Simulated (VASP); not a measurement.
# Ba (P-1) in VASP: single point with PBE

Aim: the single point of Ba with PBE.

All numbers are computed with VASP 6.6.1; they aren't measurements. Logs are shortened: lines on timing, memory, paths and dates and some standing lists are left out, and cuts for length are marked.

## 1. The cell of the first run

The typed cell holds 4 atoms: a = 5.885 Å, b = 5.701 Å, c = 6.393 Å, α = 86.85°, β = 87.47°, γ = 105.48°.

## 2. Single point, PBE (strained and its atoms moved)

INCAR

```
PREC = Accurate
ENCUT = 520
EDIFF = 1E-7
ISMEAR = 0
SIGMA = 0.1
LREAL = F
LASPH = T
NELM = 100
ALGO = Normal
ISIF = 2
LWAVE = F
LCHARG = T
GGA = PE
LELF = T
LVHAR = T
NBANDS = 28
```

KPOINTS

```
Automatic mesh
0
Gamma
  8 8 6
```

POSCAR

```
Ba
1.0
    3.5807593935     -4.6689283977      0.1276179040
    3.4282502187      4.5518895555      0.1573214560
    0.2631402000      0.0210512160      6.3875309998
Ba
4
Direct
    0.8666052052      0.1413477609      0.2571876480
    0.1333947948      0.8586522391      0.7428123520
    0.4864548953      0.5157041781      0.2506333035
    0.5135451047      0.4842958219      0.7493666965
```

Potentials or basis: VASP PAW PBE potentials, release 64 (Ba_sv).

Launch:

```console
$ cat potpaw_PBE.64/Ba_sv/POTCAR > POTCAR
$ mpirun -np 1 vasp_std > vasp.out
```

OUTCAR:

```text
PREC = Accurate
   ENCUT = 520
   EDIFF = 1E-7
   ISMEAR = 0
   LREAL = F
   LASPH = T
   NELM = 100
   ISIF = 2
   GGA = PE

 ion  position               nearest neighbor table
   1  0.867  0.141  0.257-   3 3.48   3 3.67   3 3.70   2 3.99   2 4.17   4 4.51   4 4.55   4 4.71

   2  0.133  0.859  0.743-   4 3.48   4 3.67   4 3.70   1 3.99   1 4.17   3 4.51   3 4.55   3 4.71

   3  0.486  0.516  0.251-   4 3.20   4 3.22   1 3.48   1 3.67   1 3.70   2 4.51   2 4.55   2 4.71

   4  0.514  0.484  0.749-   3 3.20   3 3.22   2 3.48   2 3.67   2 3.70   1 4.51   1 4.55   1 4.71

  LATTYP: Found a triclinic cell.
 ALAT       =     5.8853221277
 B/A-ratio  =     1.5085617973
 C/A-ratio  =     1.9118581987
 COS(alpha) =     0.0072131126
 COS(beta)  =     0.6332505963
 COS(gamma) =     0.6946352190

  Lattice vectors:

 A1 = (   3.5807593935,  -4.6689283977,   0.1276179040)
 A2 = (   3.8438995935,  -4.6478771817,   6.5151489038)
 A3 = (  -0.1106310252,  -9.2418691692,  -6.4172345518)

Analysis of symmetry for initial positions (statically):
=====================================================================
 Subroutine PRICEL returns:
 Original cell was already a primitive cell.

 Routine SETGRP: Setting up the symmetry group for a
 triclinic supercell.

 Subroutine GETGRP returns: Found  2 space group operations
 (whereof  2 operations were pure point group operations)
 out of a pool of  2 trial point group operations.

The static configuration has the point symmetry S_2 .

Analysis of symmetry for dynamics (positions and initial velocities):
=====================================================================
 Subroutine PRICEL returns:
 Original cell was already a primitive cell.

 Routine SETGRP: Setting up the symmetry group for a
 triclinic supercell.

 Subroutine GETGRP returns: Found  2 space group operations
 (whereof  2 operations were pure point group operations)
 out of a pool of  2 trial point group operations.

The dynamic configuration has the point symmetry S_2 .

 Subroutine INISYM returns: Found  2 space group operations
 (whereof  2 operations are pure point group operations),
 and found     1 'primitive' translations

----------------------------------------------------------------------------------------

                                     Primitive cell
[... 87 lines left out ...]
   ISTART =      0    job   : 0-new  1-cont  2-samecut
   ICHARG =      2    charge: 1-file 2-atom 10-const
   ISPIN  =      1    spin polarized calculation?
   LNONCOLLINEAR =      F non collinear calculations
   LSORBIT =      F    spin-orbit coupling
   LASPH  =      T    aspherical Exc in radial PAW
   ENCUT  =  520.0 eV  38.22 Ry    6.18 a.u.  10.94 10.60 11.89*2*pi/ulx,y,z
   NELM   =    100;   NELMIN=  2; NELMDL= -5     # of ELM steps
   EDIFF  = 0.1E-06   stopping-criterion for ELM
   LREAL  =      F    real-space projection
   EDIFFG = 0.1E-05   stopping-criterion for IOM
   NSW    =      0    number of steps for IOM
   IBRION =     -1    ionic relax: 0-MD 1-quasi-New 2-CG
   NFREE  =      0    steps in history (QN), initial steepest desc. (CG)
   ISIF   =      2    stress and relaxation
   ISYM   =      2    0-nonsym 1-usesym 2-fastsym
   POTIM  = 0.5000    time-step for ionic-motion
   TEBEG  =    0.0;   TEEND  =   0.0 temperature during run
   PSTRESS=    0.0 pullay stress
   NELECT =      40.0000    total number of electrons
   NUPDOWN=      -1.0000    fix difference up-down
   EMIN   =  10.00;   EMAX   =-10.00  energy-range for DOS
   EFERMI =   0.00;   METHOD = LEGACY
   ISMEAR =     0;   SIGMA  =   0.10  broadening in eV -4-tet -1-fermi 0-gaus
   EFERMI_NEDOS =   21; number of points for ismear=-14 and -15
   IALGO  =     38    algorithm
   IMIX   =      4    mixing-type and parameters
     AMIX     =   0.40;   BMIX     =  1.00
     AMIX_MAG =   1.60;   BMIX_MAG =  1.00
  volume/ion in A,a.u.               =      51.50       347.54
  Fermi-wavevector in a.u.,A,eV,Ry     =   0.947989  1.791440 12.227329  0.898683
  Thomas-Fermi vector in A             =   2.076135
   LORBIT       =      0    0 simple, 1 ext, 2 COOP (PROOUT), +10 PAW based schemes
   GGA     = PE    functional components
   LHFCALC =     F    Hartree Fock is set to
   AEXX    =    0.0000 exact exchange contribution
   IVDW    =     0    specifies the selected vdW correction
   LEPSILON=     F    determine dielectric tensor
   LRPA    =     F    only Hartree local field effects (RPA)
 non-spin polarized calculation
 Gauss-broadening in eV      SIGMA  =   0.10
  energy-cutoff  :      520.00
  volume of cell :      206.00
 maximum number of plane-waves:      5573
 NGX is ok and might be reduce to    48
   NGX = 21   NGY = 21   NGZ = 23

 number of electron      40.0000000 magnetization

 Free energy of the ion-electron system (eV)
  ---------------------------------------------------
  ext. energy  EPLUGINS =         0.00000000
  ---------------------------------------------------
  free energy    TOTEN  =        -5.45963456 eV

  energy without entropy =       -5.42931988  energy(sigma->0) =       -5.44447722

 E-fermi :   2.1161     XC(G=0):  -8.0106

 val. band max:        2.1152111921   @ k =  -0.1250  -0.2500   0.3333
 cond. band min:       2.1175642362   @ k =   0.3750  -0.2500   0.1667
 fundamental gap:      0.0023530440
 Fermi energy:         2.1160561174

 k-point     1 :       0.0000    0.0000    0.0000
  band No.  band energies     occupation
      1     -26.7627      2.00000
      2     -26.5757      2.00000
      3     -26.4962      2.00000
      4     -26.1443      2.00000
      5     -13.3270      2.00000
      6     -12.3630      2.00000
[... 733 lines left out ...]
     27       4.0374      0.00000
     28       4.5761      0.00000

 [... further k-points ...]
[... 5 lines left out ...]
  --------------------------------------------------------------------------------------
  -------------------------------------------------------------------------------------
  Total        1.8583282      1.3961417      4.1865682     -0.1612098     -0.1840051      0.1677148
  in kB       14.4530175     10.8583944     32.5607407     -1.2537978     -1.4310868      1.3043903
  external PRESSURE =      19.2907175 kB  Pullay stress =       0.0000000 kB

 VOLUME and BASIS-vectors are now :
 -----------------------------------------------------------------------------
  energy-cutoff  :      520.00
  volume of cell :      206.00
      direct lattice vectors                 reciprocal lattice vectors
     3.580759394 -4.668928398  0.127617904     0.141123973 -0.106098505 -0.005464066
     3.428250219  4.551889555  0.157321456     0.144782104  0.110865286 -0.006329807
     0.263140200  0.021051216  6.387531000    -0.006385453 -0.000610787  0.156820081

 POSITION                                       TOTAL-FORCE (eV/Angst)
 -----------------------------------------------------------------------------------
      3.65536     -3.39730      1.77563         0.024079     -0.040815     -0.075510
      3.61679      3.30132      4.89684        -0.024079      0.040815      0.075510
      3.57579      0.08148      1.74414        -0.021439      0.671275     -0.089219
      3.69636     -0.17747      4.92833         0.021439     -0.671275      0.089219
 -----------------------------------------------------------------------------------
    total drift:                               -0.000000     -0.000000      0.000000

  FREE ENERGIE OF THE ION-ELECTRON SYSTEM (eV)
  ---------------------------------------------------
  free  energy   TOTEN  =        -5.4596345571 eV

  energy  without entropy=       -5.4293198839  energy(sigma->0) =       -5.44447722
```

OSZICAR:

```text
N       E                     dE             d eps       ncg     rms          rms(c)
DAV:   1     0.324214802616E+03    0.32421E+03   -0.16921E+04 10976   0.120E+03
DAV:   2     0.153449898651E+02   -0.30887E+03   -0.30323E+03 16776   0.247E+02
DAV:   3    -0.523773217004E+01   -0.20583E+02   -0.20191E+02 15124   0.647E+01
DAV:   4    -0.590722409661E+01   -0.66949E+00   -0.66153E+00 16956   0.895E+00
DAV:   5    -0.591717488812E+01   -0.99508E-02   -0.99192E-02 14552   0.111E+00    0.722E+00
DAV:   6    -0.548964376481E+01    0.42753E+00   -0.19307E+00 14200   0.414E+00    0.384E+00
DAV:   7    -0.546256635765E+01    0.27077E-01   -0.14786E-01 15296   0.185E+00    0.143E+00
DAV:   8    -0.545876917847E+01    0.37972E-02   -0.20730E-02 13228   0.101E+00    0.150E-01
DAV:   9    -0.545945314469E+01   -0.68397E-03   -0.29487E-03 15208   0.232E-01    0.632E-02
DAV:  10    -0.545961122557E+01   -0.15808E-03   -0.33830E-04 14420   0.115E-01    0.301E-02
DAV:  11    -0.545963591807E+01   -0.24693E-04   -0.64275E-05 13720   0.512E-02    0.650E-03
DAV:  12    -0.545963593557E+01   -0.17501E-07   -0.81963E-06 14996   0.147E-02    0.316E-03
DAV:  13    -0.545963524060E+01    0.69497E-06   -0.76035E-07 12804   0.430E-03    0.170E-03
DAV:  14    -0.545963469112E+01    0.54949E-06   -0.97338E-08  7976   0.188E-03    0.611E-04
DAV:  15    -0.545963458512E+01    0.10600E-06   -0.28007E-08  7728   0.103E-03    0.156E-04
DAV:  16    -0.545963455707E+01    0.28044E-07   -0.51740E-09  7592   0.418E-04
   1 F= -.54596346E+01 E0= -.54444772E+01  d E =-.303147E-01
```

stdout:

```text
POSCAR found type information on POSCAR Ba
 POSCAR found :  1 types and       4 ions
 scaLAPACK will be used
 LDA part: xc-table for (Slater+PW92), standard interpolation
 POSCAR, INCAR and KPOINTS ok, starting setup
 FFT: planning ... GRIDC
 FFT: planning ... GRID_SOFT
 FFT: planning ... GRID
 WAVECAR not read
 entering main loop
```

It took 20 min on 1 thread of Intel Xeon Platinum 8259CL at 2.50GHz (Skylake/Cascade Lake), shared host; peak memory 0.9 GiB.

Results:

```yaml
Free_energy: -5.4596 eV
Pressure: 1.9 GPa
Largest_force: 0.678 eV/Å
Band_gap_on_the_k_mesh: zero (band 20 reaches 2.38 eV, above the bottom of band 21 at 1.81 eV)
```

Forces in eV/Å, atoms in the order of the input:
```
Ba   0.024 -0.041 -0.076
Ba  -0.024  0.041  0.076
Ba  -0.021  0.671 -0.089
Ba   0.021 -0.671  0.089
```

Caveat: the cell differs from its parent crystal (strained and its atoms moved); spin-orbit coupling is left out, which moves the levels of the heavy elements.
